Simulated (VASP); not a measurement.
Crystal: Sb.

```
Sb
1.0
     4.27310    0.00000    0.00000
    -2.13655    3.70062    0.00000
     0.00000    0.00000    5.68371
Sb
3
Direct
  0.26900 0.00000 0.16667
  0.00000 0.26900 0.83333
  0.73100 0.73100 0.50000
```

* Program: VASP 6.6.1
* Task: relaxation of cell and atoms
* Functional: PBE
* Potentials or basis: VASP PAW PBE potentials, release 64 (Sb)
* Cutoff: 600 eV
* k mesh: 6 × 6 × 4
* Occupations: gaussian, width 0.1 eV
* Spin: no spin polarisation

At the start: pressure 4.7 GPa; volume 29.96 Å³/atom.

Task: How do energy, volume and symmetry change on relaxing?

Result: Over 14 steps the energy falls by 262.5 meV/atom and the volume is 30.06 Å³/atom (+0.3 %); space group R-3m (No. 166, to 0.05 Å).

The path:
| step | energy change (eV) | largest force (eV/Å) | pressure (GPa) | volume (Å³) |
| --- | --- | --- | --- | --- |
| 1 | 0.0000 | 1.9765 | 4.71 | 89.88 |
| 2 | -0.3493 | 0.6609 | -3.73 | 101.81 |
| 3 | -0.3587 | 0.8025 | -2.77 | 99.80 |
| 4 | -0.5656 | 0.6793 | -1.68 | 95.09 |
| 5 | -0.7229 | 0.0970 | 2.51 | 86.19 |
| 6 | -0.7289 | 0.2558 | 1.41 | 87.87 |
| 7 | -0.7295 | 0.2183 | 1.67 | 87.46 |
| 8 | -0.7733 | 0.1049 | 0.06 | 89.98 |
| 9 | -0.7735 | 0.1195 | -0.02 | 90.14 |
| 10 | -0.7842 | 0.0806 | -0.03 | 90.17 |
| 11 | -0.7869 | 0.0568 | -0.01 | 90.17 |
| 12 | -0.7871 | 0.0507 | 0.00 | 90.17 |
| 13 | -0.7871 | 0.0476 | 0.00 | 90.17 |
| 14 | -0.7876 | 0.0310 | -0.01 | 90.18 |

Final structure:
```xyz
3
Lattice="4.3704 0.0000 0.0000 -2.1852 3.7849 0.0000 0.0000 0.0000 5.4519" Properties=species:S:1:pos:R:3 pbc="T T T"
Sb   -0.7217    3.7849    0.9087
Sb    3.6386    1.2675    4.5433
Sb    1.4534    2.5174    2.7260
```
